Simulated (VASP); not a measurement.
Wanted: the native input for a VASP 6.6.1 run.

```
Task                   : single point
Functional             : PBEsol
Potentials or basis    : VASP PAW PBE potentials, release 64 (Al, Ru_pv)
Cutoff                 : 520 eV
k mesh                 : 18 × 18 × 18
Occupations            : gaussian, width 0.15 eV
Spin                   : no spin polarisation
Dipole correction      : no
Further INCAR settings : ALGO = Fast; EDIFF = 1e-06; NBANDS = 16
```

The structure of AlRu lies in POSCAR:

```
AlRu
1.0
    2.6653467779      0.0000000000      0.0000000000
    0.0000000000      2.6653467779      0.0000000000
    0.0000000000      0.0000000000      3.7688003439
Al Ru
1 1
Direct
    0.0000000000      0.0000000000      0.0000000000
    0.5000000000      0.5000000000      0.5000000000
```

This cell differs from its parent crystal: ratio of the length along z to the lengths across it x 1.414, volume and fractional coordinates fixed.

The input as run:

INCAR

```
SYSTEM = AlRu
PREC = Accurate
ENCUT = 520
EDIFF = 1E-6
ISMEAR = 0
SIGMA = 0.15
LREAL = .False.
LASPH = .True.
NELM = 80
ALGO = Fast
ISIF = 2
LWAVE = .False.
LCHARG = .False.
GGA = PS
NBANDS = 16
```

KPOINTS

```
Automatic mesh
0
Gamma
  18 18 18
  0 0 0
```

Potentials or basis: VASP PAW PBE potentials, release 64 (Al, Ru_pv).

Command:

```sh
$ cat potpaw_PBE.64/Al/POTCAR potpaw_PBE.64/Ru_pv/POTCAR > POTCAR
$ mpirun -np 1 vasp_std > vasp.out
```

It gave:

* Pressure: 5.1 GPa

Caveat: the PAW data sets were made with another functional, which shifts forces and pressure a little.

Run time: 88 s on 1 thread of Intel(R) Xeon(R) 6975P-C (Granite Rapids) (shared host), peak memory 0.32 GiB.
